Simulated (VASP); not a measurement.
# Na (Fd-3m) in VASP: notebook

Na is run at these levels: PBE; tasks: relaxation of cell and atoms.

All numbers are computed with VASP 6.6.1; they aren't measurements. Logs are shortened: lines on timing, memory, paths and dates and some standing lists are left out, and cuts for length are marked.

## (1) The cell of the first run

It takes space group Fd-3m (No. 227, cubic). Conventional cell: a = 5.329 Å, b = 5.329 Å, c = 5.329 Å, α = 90.00°, β = 90.00°, γ = 90.00°. Na (site symmetry -43m) has 4 Na at 2.31 Å within 3.0 Å.

This isn't the form of Na at room conditions, which is bcc.

## (2) Relaxation of cell and atoms, PBE, target pressure 20 GPa, at which the enthalpy is minimised

The input, INCAR:

```
SYSTEM = Na
  PREC = Accurate
  ENCUT = 500
  EDIFF = 1E-7
  ISMEAR = -1
  SIGMA = 0.1
  LREAL = .False.
  LASPH = .True.
  NELM = 120
  ALGO = Normal
  ISIF = 3
  LWAVE = .False.
  LCHARG = .False.
  GGA = PE
  IBRION = 2
  NSW = 32
  EDIFFG = -0.005
  PSTRESS = 200.0
  GGA_COMPAT = .False.
  NELMIN = 4
```

The input, KPOINTS:

```
regular mesh
0
Gamma
  12 12 12
  0 0 0
```

The input, POSCAR:

```
Na
1.0
    0.0000000000      2.6645322414      2.6645322414
    2.6645322414      0.0000000000      2.6645322414
    2.6645322414      2.6645322414      0.0000000000
Na
2
Direct
   -0.1250000000     -0.1250000000     -0.1250000000
    0.1250000000      0.1250000000      0.1250000000
```

Potentials or basis: VASP PAW PBE potentials, release 64 (Na_pv).

On the command line:

```sh
$ cat potpaw_PBE.64/Na_pv/POTCAR > POTCAR
$ mpirun -np 1 vasp_std > vasp.out
```

OUTCAR:

```text
SYSTEM = Na
   PREC = Accurate
   ENCUT = 500
   EDIFF = 1E-7
   ISMEAR = -1
   LREAL = .False.
   LASPH = .True.
   NELM = 120
   ISIF = 3
   GGA = PE
   IBRION = 2
   NSW = 32
   EDIFFG = -0.005
   PSTRESS = 200.0
   NELMIN = 4

 ion  position               nearest neighbor table
   1  0.875  0.875  0.875-   2 2.31   2 2.31   2 2.31   2 2.31
   2  0.125  0.125  0.125-   1 2.31   1 2.31   1 2.31   1 2.31

  LATTYP: Found a face centered cubic cell.
 ALAT       =     5.3290644828

  Lattice vectors:

 A1 = (   0.0000000000,   2.6645322414,   2.6645322414)
 A2 = (   2.6645322414,   0.0000000000,   2.6645322414)
 A3 = (   2.6645322414,   2.6645322414,   0.0000000000)

Analysis of symmetry for initial positions (statically):
=====================================================================
 Subroutine PRICEL returns:
 Original cell was already a primitive cell.

 Routine SETGRP: Setting up the symmetry group for a
 face centered cubic supercell.

 Subroutine GETGRP returns: Found 48 space group operations
 (whereof 12 operations were pure point group operations)
 out of a pool of 48 trial point group operations.

The static configuration has the point symmetry D_3d.
 The point group associated with its full space group is O_h .

Analysis of symmetry for dynamics (positions and initial velocities):
=====================================================================
 Subroutine PRICEL returns:
 Original cell was already a primitive cell.

 Routine SETGRP: Setting up the symmetry group for a
 face centered cubic supercell.

 Subroutine GETGRP returns: Found 48 space group operations
 (whereof 12 operations were pure point group operations)
 out of a pool of 48 trial point group operations.

The dynamic configuration has the point symmetry D_3d.
 The point group associated with its full space group is O_h .

 Subroutine INISYM returns: Found 48 space group operations
 (whereof 12 operations are pure point group operations),
 and found     1 'primitive' translations

----------------------------------------------------------------------------------------

                                     Primitive cell

  volume of cell :      37.8349

  direct lattice vectors                    reciprocal lattice vectors
     0.000000000  2.664532241  2.664532241    -0.187650197  0.187650197  0.187650197
[... 89 lines left out ...]
   NSW    =     32    number of steps for IOM
   IBRION =      2    ionic relax: 0-MD 1-quasi-New 2-CG
   NFREE  =      1    steps in history (QN), initial steepest desc. (CG)
   ISIF   =      3    stress and relaxation
   ISYM   =      2    0-nonsym 1-usesym 2-fastsym
   POTIM  = 0.5000    time-step for ionic-motion
   TEBEG  =    0.0;   TEEND  =   0.0 temperature during run
   PSTRESS=  200.0 pullay stress
   NELECT =      14.0000    total number of electrons
   NUPDOWN=      -1.0000    fix difference up-down
   EMIN   =  10.00;   EMAX   =-10.00  energy-range for DOS
   EFERMI =   0.00;   METHOD = LEGACY
   ISMEAR =    -1;   SIGMA  =   0.10  broadening in eV -4-tet -1-fermi 0-gaus
   EFERMI_NEDOS =   21; number of points for ismear=-14 and -15
   IALGO  =     38    algorithm
   IMIX   =      4    mixing-type and parameters
     AMIX     =   0.40;   BMIX     =  1.00
     AMIX_MAG =   1.60;   BMIX_MAG =  1.00
  volume/ion in A,a.u.               =      18.92       127.66
  Fermi-wavevector in a.u.,A,eV,Ry     =   1.175312  2.221018 18.794523  1.381358
  Thomas-Fermi vector in A             =   2.311695
   LORBIT       =      0    0 simple, 1 ext, 2 COOP (PROOUT), +10 PAW based schemes
   GGA     = PE    functional components
   LHFCALC =     F    Hartree Fock is set to
   AEXX    =    0.0000 exact exchange contribution
   IVDW    =     0    specifies the selected vdW correction
   LEPSILON=     F    determine dielectric tensor
   LRPA    =     F    only Hartree local field effects (RPA)
 conjugate gradient relaxation of ions
 non-spin polarized calculation
  energy-cutoff  :      500.00
  volume of cell :       37.83
 maximum number of plane-waves:       982
   NGX = 13   NGY = 13   NGZ = 13

 number of electron      13.9999987 magnetization

 Free energy of the ion-electron system (eV)
  ---------------------------------------------------
  ext. energy  EPLUGINS =         0.00000000
  ---------------------------------------------------
  free energy    TOTEN  =        -0.04171605 eV

  energy without entropy =       -0.02359909  energy(sigma->0) =       -0.03265757

 E-fermi :   3.4779     XC(G=0):  -8.5713

 val. band max:        3.4745229751   @ k =  -0.3333   0.4167   0.1667
 cond. band min:       3.5114703046   @ k =  -0.4167   0.0833   0.0000
 fundamental gap:      0.0369473295
 Fermi energy:         3.4779382161

 k-point     1 :       0.0000    0.0000    0.0000
  band No.  band energies     occupation
      1     -23.2463      2.00000
      2     -23.2463      2.00000
      3     -23.2463      2.00000
      4     -22.7575      2.00000
      5     -22.7575      2.00000
      6     -22.7575      2.00000
      7      -1.6109      2.00000
      8      12.2822      0.00000
      9      12.2822      0.00000
     10      12.2823      0.00000
     11      12.4414      0.00000
[... 309 lines left out ...]
 k-point    24 :      -0.4167    0.1667    0.0000
  band No.  band energies     occupation
      1     -23.4001      2.00000
      2     -23.3404      2.00000
      3     -23.2123      2.00000
      4     -22.8272      2.00000
      5     -22.6698      2.00000
      6     -22.6348      2.00000
      7       2.2126      1.99999
      8       3.4155      1.30265
      9       7.9169      0.00000
     10       9.7877      0.00000
     11      11.2885      0.00000

 [... further k-points ...]
[... 5 lines left out ...]
  --------------------------------------------------------------------------------------
  -------------------------------------------------------------------------------------
  Total        4.7313100      4.7313100      4.7313100     -0.0000000      0.0000000      0.0000000
  in kB      200.3544760    200.3544760    200.3544760     -0.0000000      0.0000000      0.0000000
  external PRESSURE =       0.3544760 kB  Pullay stress =     200.0000000 kB

 VOLUME and BASIS-vectors are now :
 -----------------------------------------------------------------------------
  energy-cutoff  :      500.00
  volume of cell :       37.83
      direct lattice vectors                 reciprocal lattice vectors
     0.000000000  2.664532241  2.664532241    -0.187650197  0.187650197  0.187650197
     2.664532241  0.000000000  2.664532241     0.187650197 -0.187650197  0.187650197
     2.664532241  2.664532241  0.000000000     0.187650197  0.187650197 -0.187650197

 POSITION                                       TOTAL-FORCE (eV/Angst)
 -----------------------------------------------------------------------------------
      4.66293      4.66293      4.66293         0.000000      0.000000      0.000000
      0.66613      0.66613      0.66613        -0.000000     -0.000000     -0.000000
 -----------------------------------------------------------------------------------
    total drift:                                0.000000      0.000000     -0.000000

  FREE ENERGIE OF THE ION-ELECTRON SYSTEM (eV)
  ---------------------------------------------------
  free  energy   TOTEN  =        -0.0417160464 eV

  energy  without entropy=       -0.0235990901  energy(sigma->0) =       -0.03265757

  enthalpy is  TOTEN    =         4.6812230789 eV   P V=        4.7229391253

 reached required accuracy - stopping structural energy minimisation
```

OSZICAR:

```text
N       E                     dE             d eps       ncg     rms          rms(c)
DAV:   1     0.969982632977E+02    0.96998E+02   -0.83799E+03  1584   0.154E+03
DAV:   2     0.297327600611E+01   -0.94025E+02   -0.93256E+02  1602   0.332E+02
DAV:   3    -0.850719739421E-01   -0.30583E+01   -0.30544E+01  1859   0.729E+01
DAV:   4    -0.121248614189E+00   -0.36177E-01   -0.36174E-01  1769   0.861E+00
DAV:   5    -0.121942254092E+00   -0.69364E-03   -0.69364E-03  1841   0.115E+00    0.931E-01
DAV:   6    -0.751112024229E-01    0.46831E-01   -0.10564E-02  2386   0.160E+00    0.586E-01
DAV:   7    -0.418294540400E-01    0.33282E-01   -0.25981E-02  2140   0.179E+00    0.537E-02
DAV:   8    -0.417122838187E-01    0.11717E-03   -0.13500E-03  1868   0.675E-01    0.887E-03
DAV:   9    -0.417148996330E-01   -0.26158E-05   -0.16996E-05  1798   0.481E-02    0.475E-03
DAV:  10    -0.417161458940E-01   -0.12463E-05   -0.10866E-06  1789   0.175E-02    0.650E-04
DAV:  11    -0.417160463526E-01    0.99541E-07   -0.51107E-08  1108   0.489E-03
   1 F= 0.46812231E+01 E0= 0.46902816E+01  d E =0.468122E+01
```

CONTCAR:

```text
Na
   1.00000000000000
     0.0000000000000000    2.6645322413999999    2.6645322413999999
     2.6645322413999999    0.0000000000000000    2.6645322413999999
     2.6645322413999999    2.6645322413999999    0.0000000000000000
  Na
     2
Direct
     0.8750000000000000    0.8750000000000000    0.8750000000000000
     0.1250000000000000    0.1250000000000000    0.1250000000000000

  0.00000000E+00  0.00000000E+00  0.00000000E+00
  0.00000000E+00  0.00000000E+00  0.00000000E+00
```

Wall time 30 s (1 thread of Oxide Virtual Turin-like, shared host); peak memory 0.13 GiB.

Results:

| Item | Value |
| --- | --- |
| Free energy | -0.0417 eV |
| Pressure after relaxing | 20.0 GPa |
| Band gap on the k mesh | zero (bands 7 and 8 overlap by 1.33 eV) |

Final structure:
```cif
data_structure
_symmetry_space_group_name_H-M 'P 1'
_symmetry_Int_Tables_number 1
_cell_length_a 3.7682
_cell_length_b 3.7682
_cell_length_c 3.7682
_cell_angle_alpha 60.000
_cell_angle_beta 60.000
_cell_angle_gamma 60.000
_cell_volume 37.83
loop_
_atom_site_label
_atom_site_type_symbol
_atom_site_fract_x
_atom_site_fract_y
_atom_site_fract_z
_atom_site_occupancy
Na1 Na 0.87500 0.87500 0.87500 1
Na2 Na 0.12500 0.12500 0.12500 1
```

Caveat: the relaxation stopped at its first step, so nothing moved; the cell is relaxed towards a set pressure, so the run minimises the enthalpy, not the energy.

## (3) Relaxation of cell and atoms, PBE, target pressure 20 GPa, at which the enthalpy is minimised

This run uses another cell than the first one, of 19.33 Å³/atom.

The input, INCAR:

```
SYSTEM = Na
  PREC = Accurate
  ENCUT = 500
  EDIFF = 1E-7
  ISMEAR = -1
  SIGMA = 0.1
  LREAL = .FALSE.
  LASPH = .TRUE.
  NELM = 120
  ALGO = Normal
  ISIF = 3
  LWAVE = .FALSE.
  LCHARG = .FALSE.
  GGA = PE
  IBRION = 2
  NSW = 60
  EDIFFG = -0.005
  PSTRESS = 200.0
  GGA_COMPAT = .FALSE.
  NELMIN = 4
```

The input, KPOINTS:

```
regular mesh
0
G
  12 12 12
  0 0 0
```

The input, POSCAR:

```
Na
1.0
    0.0000000000      2.6836168586      2.6836168586
    2.6836168586      0.0000000000      2.6836168586
    2.6836168586      2.6836168586      0.0000000000
Na
2
Direct
   -0.1250000000     -0.1250000000     -0.1250000000
    0.1250000000      0.1250000000      0.1250000000
```

Potentials or basis: VASP PAW PBE potentials, release 64 (Na_pv).

On the command line:

```sh
$ cat potpaw_PBE.64/Na_pv/POTCAR > POTCAR
$ mpirun -np 1 vasp_std > vasp.out
```

Wall time 52 s (1 thread of Oxide Virtual Turin-like, shared host); peak memory 0.13 GiB.

Results (log left out):

| Property | Result |
| --- | --- |
| Free energy | -0.0486 eV |
| Relaxed volume | 18.94 Å³/atom |
| Relaxed cell | a = 3.770 Å, b = 3.770 Å, c = 3.770 Å, α = 60.00°, β = 60.00°, γ = 60.00° |
| Space group after relaxing (to 0.1 Å) | Fd-3m (No. 227) |
| Energy change on relaxing (the run minimises the enthalpy) | +46.3 meV/atom |
| Ionic steps | 2 |
| Pressure after relaxing | 20.0 GPa |
| Band gap on the k mesh | zero (bands 7 and 8 overlap by 1.33 eV) |

The path:
```csv
step,energy change (eV),largest force (eV/Å),pressure (GPa),volume (Å³)
1,0.0000,0.0000,18.86,38.65
2,0.0926,0.0000,19.97,37.89
```

Final structure:
```yaml
crystal:
  lattice:
    - [0.00000, 2.66580, 2.66580]
    - [2.66580, 0.00000, 2.66580]
    - [2.66580, 2.66580, 0.00000]
  atoms:
    - { symbol: Na, position: [0.87500, 0.87500, 0.87500] }
    - { symbol: Na, position: [0.12500, 0.12500, 0.12500] }
```

Levels at points of the mesh, in eV from the Fermi level:
```csv
k point,band 3,band 4,band 5,band 6,band 7,band 8,band 9,band 10,band 11
"(0.00, 0.00, 0.00)",-26.72,-26.23,-26.23,-26.23,-5.08,8.80,8.80,8.80,8.96
"(0.50, 0.00, 0.00)",-26.79,-26.22,-26.16,-26.16,-1.44,-0.64,7.09,7.09,8.56
"(0.50, 0.50, 0.00)",-26.51,-26.51,-26.09,-26.09,0.05,0.05,4.83,4.83,5.74
```

Caveat: the cell is relaxed towards a set pressure, so the run minimises the enthalpy, not the energy.

The gap in the log of VASP goes by the Fermi energy; the results here count the filled bands.